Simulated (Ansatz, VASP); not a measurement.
**Sn in VASP and in Ansatz**

The input INCAR:

```
PREC = Accurate ; ENCUT = 520
EDIFF = 1E-7 ; ISMEAR = -1
SIGMA = 0.1 ; LREAL = F
LASPH = T ; NELM = 80
ALGO = Normal ; ISIF = 2
LWAVE = F ; LCHARG = F
GGA = PS ; NBANDS = 13
```

KPOINTS

```
Automatic mesh
0
Gamma
  8 8 8
```

The input POSCAR:

```
Sn
1.0
   -1.7642746910      1.7719377419      2.1190915052
    1.7642746910     -1.7719377419      2.1190915052
    1.7642746910      1.7719377419     -2.1190915052
Sn
1
Direct
    0.0033238040     -0.0009931105     -0.0019548735
```

Input for Ansatz:

```yaml
crystal:
  lattice:
    - [-1.7642746910064762, 1.7719377419412543, 2.1190915051963612]
    - [1.7642746910064633, -1.7719377419412494, 2.119091505196313]
    - [1.7642746910064766, 1.7719377419412459, -2.1190915051963524]
  atoms:
    - { symbol: Sn, position: [0.003323804034760483, -0.0009931105435183546, -0.0019548734617855805] }
kpoints:
  mp_grid:
    grid: [8, 8, 8]
hamiltonian:
  xc: pbesol
  pseudopotentials:
    kind: paw
scf:
  occupations:
    method: fermi_dirac
output:
  forces: true
  stress: true
```

Alike in both runs: task single point; functional PBEsol; k mesh 8 × 8 × 8; no spin polarisation.

```csv
,VASP,Ansatz
version,VASP 6.6.1,Ansatz 0.2.0
potentials or method,"VASP PAW PBE potentials, release 64 (Sn_d)","plane waves, PAW"
plane-wave cutoff (eV),520,420
occupations,"fermi-dirac, width 0.1 eV",fermi-dirac
valence electrons in the cell,14,14
```

Ansatz gave:

| Item | Value |
| --- | --- |
| pressure (GPa) | -0.6 |
| traceless stress, the component that is largest in VASP (GPa) | 0.23 |

Q: Which values does VASP return?

A: Pressure (GPa): -0.7; traceless stress, the component that is largest in VASP (GPa): 0.23.

VASP's potentials were made for PBE, not for PBEsol.
